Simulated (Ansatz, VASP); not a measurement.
SiN: VASP beside Ansatz

```xyz
4
Lattice="2.5875 0.0000 0.0000 -1.2938 2.2408 0.0000 0.0000 0.0000 4.4645" Properties=species:S:1:pos:R:3 pbc="T T T"
Si    1.2938    0.7469    3.3484
Si    0.0000    1.4939    1.1161
N     0.0000    0.0000    0.0000
N     0.0000    0.0000    2.2323
```

Alike in both runs: task relaxation of cell and atoms; functional r2SCAN; k mesh 12 × 12 × 4; occupations gaussian, width 0.1 eV; no spin polarisation.

|  | VASP | Ansatz |
| --- | --- | --- |
| version | VASP 6.6.1 | Ansatz 0.2.0 |
| potentials or method | VASP PAW PBE potentials, release 64 (Si, N), cutoff 600 eV | scalar-relativistic, plane waves, PAW |
| valence electrons in the cell | 18 | 18 |

```csv
,VASP,Ansatz,Ansatz less VASP
"gap on the k mesh at the Fermi level, each at its own relaxed structure (eV)",none,none,-
relaxed volume (Å³/atom),8.36,8.37,+0.019
relaxed length of the cell vector where the two differ most in proportion (Å),5.283,5.290,+0.0073
```

VASP's potentials were made for PBE, not for r2SCAN. A gap of «none» marks a metal or a gap that the smearing closes.

Noted on VASP's run: the volume moved by over 15 % at a fixed basis, so the end points are rough.
